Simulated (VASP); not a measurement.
# MgB2 (Fd-3m) in VASP: single point with PBE

Aim: the single point of MgB2 with PBE.

All numbers are computed with VASP 6.6.1; they aren't measurements. Logs are shortened: lines on timing, memory, paths and dates and some standing lists are left out, and cuts for length are marked.

**1. The cell of the first run**

It takes space group Fd-3m (No. 227, cubic). The conventional cell has a = 6.360 Å, b = 6.360 Å, c = 6.360 Å, α = 90.00°, β = 90.00°, γ = 90.00°. Within 3.5 Å of Mg (site symmetry -43m) lie 12 B at 2.64 Å and 4 Mg at 2.75 Å. Within 3.0 Å of B (site symmetry -3m) lie 6 B at 2.25 Å and 6 Mg at 2.64 Å.

The cell was generated, and may not be a known phase.

**2. Single point, PBE**

The input, INCAR:

```
ALGO = Normal ; EDIFF = 1E-6
ENCUT = 600 ; GGA = PE
GGA_COMPAT = F ; ISIF = 2
ISMEAR = 0 ; LASPH = T
LCHARG = T ; LELF = T
LREAL = F ; LVHAR = T
LWAVE = F ; NBANDS = 17
NELM = 120 ; PREC = Accurate
SIGMA = 0.1
```

The input, KPOINTS:

```
k-points
0
Gamma
  6 6 6
```

The input, POSCAR:

```
MgB2
1.0
    0.0000000000      3.1800491300      3.1800491300
    3.1800491300      0.0000000000      3.1800491300
    3.1800491300      3.1800491300      0.0000000000
Mg B
2 4
Direct
    0.0000000000      0.0000000000      0.0000000000
    0.2500000000      0.2500000000      0.2500000000
    0.6250000000      0.1250000000      0.6250000000
    0.6250000000      0.6250000000      0.1250000000
    0.1250000000      0.6250000000      0.6250000000
    0.6250000000      0.6250000000      0.6250000000
```

Potentials or basis: VASP PAW PBE potentials, release 64 (Mg, B).

On the command line:

```bash
$ cat potpaw_PBE.64/Mg/POTCAR potpaw_PBE.64/B/POTCAR > POTCAR
$ mpirun -np 1 vasp_std > vasp.out
```

OUTCAR:

```text
EDIFF = 1E-6
   ENCUT = 600
   GGA = PE
   ISIF = 2
   ISMEAR = 0
   LASPH = T
   LREAL = F
   NELM = 120
   PREC = Accurate

 ion  position               nearest neighbor table
   1  0.000  0.000  0.000-   3 2.64   4 2.64   6 2.64   4 2.64   5 2.64   6 2.64   3 2.64   5 2.64
                             6 2.64   3 2.64   4 2.64   5 2.64   2 2.75   2 2.75   2 2.75   2 2.75
   2  0.250  0.250  0.250-   3 2.64   4 2.64   5 2.64   3 2.64   5 2.64   6 2.64   4 2.64   5 2.64
                             6 2.64   3 2.64   4 2.64   6 2.64   1 2.75   1 2.75   1 2.75   1 2.75
   3  0.625  0.125  0.625-   2 2.64   2 2.64   1 2.64   2 2.64   1 2.64   1 2.64
   4  0.625  0.625  0.125-   2 2.64   2 2.64   1 2.64   2 2.64   1 2.64   1 2.64
   5  0.125  0.625  0.625-   2 2.64   2 2.64   1 2.64   2 2.64   1 2.64   1 2.64
   6  0.625  0.625  0.625-   2 2.64   2 2.64   2 2.64   1 2.64   1 2.64   1 2.64

  LATTYP: Found a face centered cubic cell.
 ALAT       =     6.3600982600

  Lattice vectors:

 A1 = (   0.0000000000,   3.1800491300,   3.1800491300)
 A2 = (   3.1800491300,   0.0000000000,   3.1800491300)
 A3 = (   3.1800491300,   3.1800491300,   0.0000000000)

Analysis of symmetry for initial positions (statically):
=====================================================================
 Subroutine PRICEL returns:
 Original cell was already a primitive cell.

 Routine SETGRP: Setting up the symmetry group for a
 face centered cubic supercell.

 Subroutine GETGRP returns: Found 48 space group operations
 (whereof 24 operations were pure point group operations)
 out of a pool of 48 trial point group operations.

The static configuration has the point symmetry T_d .
 The point group associated with its full space group is O_h .

Analysis of symmetry for dynamics (positions and initial velocities):
=====================================================================
 Subroutine PRICEL returns:
 Original cell was already a primitive cell.

 Routine SETGRP: Setting up the symmetry group for a
 face centered cubic supercell.

 Subroutine GETGRP returns: Found 48 space group operations
 (whereof 24 operations were pure point group operations)
 out of a pool of 48 trial point group operations.

The dynamic configuration has the point symmetry T_d .
 The point group associated with its full space group is O_h .

 Subroutine INISYM returns: Found 48 space group operations
 (whereof 24 operations are pure point group operations),
 and found     1 'primitive' translations

----------------------------------------------------------------------------------------

                                     Primitive cell

  volume of cell :      64.3178

  direct lattice vectors                    reciprocal lattice vectors
     0.000000000  3.180049130  3.180049130    -0.157230275  0.157230275  0.157230275
     3.180049130  0.000000000  3.180049130     0.157230275 -0.157230275  0.157230275
     3.180049130  3.180049130  0.000000000     0.157230275  0.157230275 -0.157230275

  length of vectors
     4.497268609  4.497268609  4.497268609     0.272330825  0.272330825  0.272330825

  position of ions in fractional coordinates (direct lattice)
     0.000000000  0.000000000  0.000000000
     0.250000000  0.250000000  0.250000000
     0.625000000  0.125000000  0.625000000
     0.625000000  0.625000000  0.125000000
     0.125000000  0.625000000  0.625000000
     0.625000000  0.625000000  0.625000000

  ion indices of the primitive-cell ions
   primitive index   ion index
                 1           1
                 2           2
                 3           3
                 4           4
                 5           5
                 6           6

----------------------------------------------------------------------------------------

 KPOINTS: k-points

Automatic generation of k-mesh.
 Grid dimensions read from file:
 generate k-points for:    6    6    6

 Generating k-lattice:

  Cartesian coordinates                     Fractional coordinates (reciprocal lattice)
    -0.026205046  0.026205046  0.026205046     0.166666667  0.000000000  0.000000000
     0.026205046 -0.026205046  0.026205046     0.000000000  0.166666667  0.000000000
     0.026205046  0.026205046 -0.026205046     0.000000000  0.000000000  0.166666667

  Length of vectors
     0.045388471  0.045388471  0.045388471

  Shift w.r.t. Gamma in fractional coordinates (k-lattice)
     0.000000000  0.000000000  0.000000000

 Subroutine IBZKPT returns following result:
 ===========================================

 Found     16 irreducible k-points:

 Following reciprocal coordinates:
            Coordinates               Weight
  0.000000  0.000000  0.000000      1.000000
  0.166667  0.000000  0.000000      8.000000
  0.333333  0.000000  0.000000      8.000000
  0.500000  0.000000  0.000000      4.000000
  0.166667  0.166667  0.000000      6.000000
  0.333333  0.166667  0.000000     24.000000
[... 8 lines left out ...]
 -0.333333  0.333333  0.166667     24.000000
 -0.333333  0.500000  0.166667     12.000000
   k-points           NKPTS =     16   k-points in BZ     NKDIM =     16   number of bands    NBANDS=     17
   number of dos      NEDOS =    301   number of ions     NIONS =      6
   total plane-waves  NPLWV =  46656
   dimension x,y,z NGX =    36 NGY =   36 NGZ =   36
   dimension x,y,z NGXF=    72 NGYF=   72 NGZF=   72
   ions per type =               2   4
   NGX,Y,Z   is equivalent  to a cutoff of  13.31, 13.31, 13.31 a.u.
   NGXF,Y,Z  is equivalent  to a cutoff of  26.62, 26.62, 26.62 a.u.
 SYSTEM =  unknown system
   PREC   = accura    normal or accurate (medium, high low for compatibility)
   ISTART =      0    job   : 0-new  1-cont  2-samecut
   ICHARG =      2    charge: 1-file 2-atom 10-const
   ISPIN  =      1    spin polarized calculation?
   LNONCOLLINEAR =      F non collinear calculations
   LSORBIT =      F    spin-orbit coupling
   LASPH  =      T    aspherical Exc in radial PAW
   ENCUT  =  600.0 eV  44.10 Ry    6.64 a.u.   8.98  8.98  8.98*2*pi/ulx,y,z
   NELM   =    120;   NELMIN=  2; NELMDL= -5     # of ELM steps
   EDIFF  = 0.1E-05   stopping-criterion for ELM
   LREAL  =      F    real-space projection
   EDIFFG = 0.1E-04   stopping-criterion for IOM
   NSW    =      0    number of steps for IOM
   IBRION =     -1    ionic relax: 0-MD 1-quasi-New 2-CG
   NFREE  =      0    steps in history (QN), initial steepest desc. (CG)
   ISIF   =      2    stress and relaxation
   ISYM   =      2    0-nonsym 1-usesym 2-fastsym
   POTIM  = 0.5000    time-step for ionic-motion
   TEBEG  =    0.0;   TEEND  =   0.0 temperature during run
   PSTRESS=    0.0 pullay stress
   NELECT =      16.0000    total number of electrons
   NUPDOWN=      -1.0000    fix difference up-down
   EMIN   =  10.00;   EMAX   =-10.00  energy-range for DOS
   EFERMI =   0.00;   METHOD = LEGACY
   ISMEAR =     0;   SIGMA  =   0.10  broadening in eV -4-tet -1-fermi 0-gaus
   EFERMI_NEDOS =   21; number of points for ismear=-14 and -15
   IALGO  =     38    algorithm
   IMIX   =      4    mixing-type and parameters
     AMIX     =   0.40;   BMIX     =  1.00
     AMIX_MAG =   1.60;   BMIX_MAG =  1.00
  volume/ion in A,a.u.               =      10.72        72.34
  Fermi-wavevector in a.u.,A,eV,Ry     =   1.029606  1.945673 14.423375  1.060088
  Thomas-Fermi vector in A             =   2.163662
   LORBIT       =      0    0 simple, 1 ext, 2 COOP (PROOUT), +10 PAW based schemes
   GGA     = PE    functional components
   LHFCALC =     F    Hartree Fock is set to
   AEXX    =    0.0000 exact exchange contribution
   IVDW    =     0    specifies the selected vdW correction
   LEPSILON=     F    determine dielectric tensor
   LRPA    =     F    only Hartree local field effects (RPA)
 non-spin polarized calculation
 Gauss-broadening in eV      SIGMA  =   0.10
  energy-cutoff  :      600.00
  volume of cell :       64.32
 maximum number of plane-waves:      2168
   NGX = 17   NGY = 17   NGZ = 17

 number of electron      16.0000000 magnetization

 Free energy of the ion-electron system (eV)
  ---------------------------------------------------
  ext. energy  EPLUGINS =         0.00000000
  ---------------------------------------------------
  free energy    TOTEN  =       -24.49117167 eV

  energy without entropy =      -24.47901939  energy(sigma->0) =      -24.48509553

 E-fermi :   5.5028     XC(G=0): -10.7228

 val. band max:        5.4800014565   @ k =   0.3333   0.0000   0.0000
 cond. band min:       5.6358259152   @ k =   0.5000   0.3333   0.1667
 fundamental gap:      0.1558244587
 Fermi energy:         5.5027650237

 k-point     1 :       0.0000    0.0000    0.0000
  band No.  band energies     occupation
      1      -7.2090      2.00000
      2      -0.3684      2.00000
      3       1.5911      2.00000
      4       1.5911      2.00000
      5       1.5911      2.00000
      6       2.7154      2.00000
[... 9 lines left out ...]
     16      13.2615      0.00000
     17      13.2615      0.00000

 k-point     2 :       0.1667    0.0000    0.0000
  band No.  band energies     occupation
      1      -6.9626      2.00000
      2      -1.2013      2.00000
      3       0.5571      2.00000
      4       1.3002      2.00000
      5       1.3002      2.00000
      6       2.8568      2.00000
[... 9 lines left out ...]
     16      12.3115      0.00000
     17      13.3092      0.00000

 k-point     3 :       0.3333    0.0000    0.0000
  band No.  band energies     occupation
      1      -6.2619      2.00000
      2      -2.9606      2.00000
      3       0.0852      2.00000
      4       1.0499      2.00000
      5       1.0499      2.00000
      6       2.3440      2.00000
[... 232 lines left out ...]
 k-point    15 :      -0.3333    0.3333    0.1667
  band No.  band energies     occupation
      1      -4.9705      2.00000
      2      -3.8827      2.00000
      3      -1.9626      2.00000
      4      -0.8606      2.00000
      5       1.9421      2.00000
      6       2.8853      2.00000
[... 9 lines left out ...]
     16      12.4158      0.00000
     17      12.5368      0.00000

 k-point    16 :      -0.3333    0.5000    0.1667
  band No.  band energies     occupation
      1      -4.3666      2.00000
      2      -4.3666      2.00000
      3      -1.6055      2.00000
      4      -1.6055      2.00000
      5       1.9478      2.00000
      6       1.9478      2.00000
[... 9 lines left out ...]
     16      12.2266      0.00000
     17      12.7296      0.00000

------------------------ aborting loop because EDIFF is reached ----------------------------------------

  FORCE on cell =-STRESS in cart. coord.  units (eV):
  Direction    XX          YY          ZZ          XY          YZ          ZX
  --------------------------------------------------------------------------------------
  -------------------------------------------------------------------------------------
  Total       -7.6780697     -7.6780697     -7.6780697      0.0000000      0.0000000     -0.0000000
  in kB     -191.2630814   -191.2630814   -191.2630814      0.0000000      0.0000000     -0.0000000
  external PRESSURE =    -191.2630814 kB  Pullay stress =       0.0000000 kB

 VOLUME and BASIS-vectors are now :
 -----------------------------------------------------------------------------
  energy-cutoff  :      600.00
  volume of cell :       64.32
      direct lattice vectors                 reciprocal lattice vectors
     0.000000000  3.180049130  3.180049130    -0.157230275  0.157230275  0.157230275
     3.180049130  0.000000000  3.180049130     0.157230275 -0.157230275  0.157230275
     3.180049130  3.180049130  0.000000000     0.157230275  0.157230275 -0.157230275

 POSITION                                       TOTAL-FORCE (eV/Angst)
 -----------------------------------------------------------------------------------
      0.00000      0.00000      0.00000         0.000000      0.000000      0.000000
      1.59002      1.59002      1.59002        -0.000000     -0.000000     -0.000000
      2.38504      3.97506      2.38504         0.000000     -0.000000      0.000000
      2.38504      2.38504      3.97506         0.000000     -0.000000      0.000000
      3.97506      2.38504      2.38504         0.000000     -0.000000      0.000000
      3.97506      3.97506      3.97506         0.000000     -0.000000      0.000000
 -----------------------------------------------------------------------------------
    total drift:                                0.000000      0.000000      0.000000

  FREE ENERGIE OF THE ION-ELECTRON SYSTEM (eV)
  ---------------------------------------------------
  free  energy   TOTEN  =       -24.4911716694 eV

  energy  without entropy=      -24.4790193853  energy(sigma->0) =      -24.48509553
```

Wall time 52 s (1 thread of Intel Xeon 8259CL, shared host); peak memory 0.2 GiB.

Results:

```
Free energy            : -24.4912 eV
Pressure               : -19.1 GPa
Band gap on the k mesh : zero (bands 8 and 9 overlap by 3.20 eV)
```

Levels at points of the mesh, in eV from the Fermi level:
```csv
k point,band 6,band 7,band 8,band 9,band 10,band 11
"(0.00, 0.00, 0.00)",-2.79,-2.79,-2.79,-1.49,-1.49,0.85
"(0.50, 0.00, 0.00)",-3.47,-3.47,1.21,1.37,1.37,2.92
"(0.50, 0.50, 0.00)",-5.20,1.72,1.72,2.03,2.03,2.89
```

Caveat: the cell stands under tension.

The gap in the log of VASP goes by the Fermi energy; the results here count the filled bands.